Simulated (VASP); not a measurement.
Wanted: the native input for a VASP 6.6.1 run.

```yaml
Task: single point
Functional: LDA
Potentials_or_basis: VASP PAW LDA potentials, release 64 (Hf_pv, O)
Cutoff: 520 eV
k_mesh: 6 × 6 × 8
Occupations: fermi-dirac, width 0.02 eV
Spin: no spin polarisation
Dipole_correction: no
Further_INCAR_settings: ALGO = Normal; EDIFF = 1e-07; NBANDS = 31
```

The structure of HfO2 lies in POSCAR:

```
HfO2
1.0
    4.7889949432      0.0000000000      0.0000000000
    0.0000000000      4.7889949432      0.0000000000
    0.0000000000      0.0000000000      3.1858222792
Hf O
2 4
Direct
    0.0000000000      0.0000000000      0.0000000000
    0.5000000000      0.5000000000      0.5000000000
    0.1951084029      0.8048915971      0.5000000000
    0.3048915971      0.3048915971      0.0000000000
    0.6951084029      0.6951084029      0.0000000000
    0.8048915971      0.1951084029      0.5000000000
```

The input as run:

INCAR

```
SYSTEM = HfO2
  PREC = Accurate
  ENCUT = 520
  EDIFF = 1E-7
  ISMEAR = -1
  SIGMA = 0.02
  LREAL = .FALSE.
  LASPH = .TRUE.
  NELM = 80
  ALGO = Normal
  ISIF = 2
  LWAVE = .FALSE.
  LCHARG = .TRUE.
  LELF = .TRUE.
  LVHAR = .TRUE.
  NBANDS = 31
```

KPOINTS

```
regular mesh
0
G
  6 6 8
  0 0 0
```

Potentials or basis: VASP PAW LDA potentials, release 64 (Hf_pv, O).

The run is started by

```console
$ cat potpaw_LDA.64/Hf_pv/POTCAR potpaw_LDA.64/O/POTCAR > POTCAR
$ mpirun -np 1 vasp_std > vasp.out
```

It gave:

| Property | Result |
| --- | --- |
| Pressure | -2.2 GPa |
| Largest force | 0.043 eV/Å |
| Band gap on the k mesh | 3.83 eV, direct |

Caveat: spin-orbit coupling is left out, which moves the levels of the heavy elements.

Run time: 33 s on 1 thread of Intel(R) Xeon(R) 6975P-C (Granite Rapids), on a shared host, peak memory 0.21 GiB.
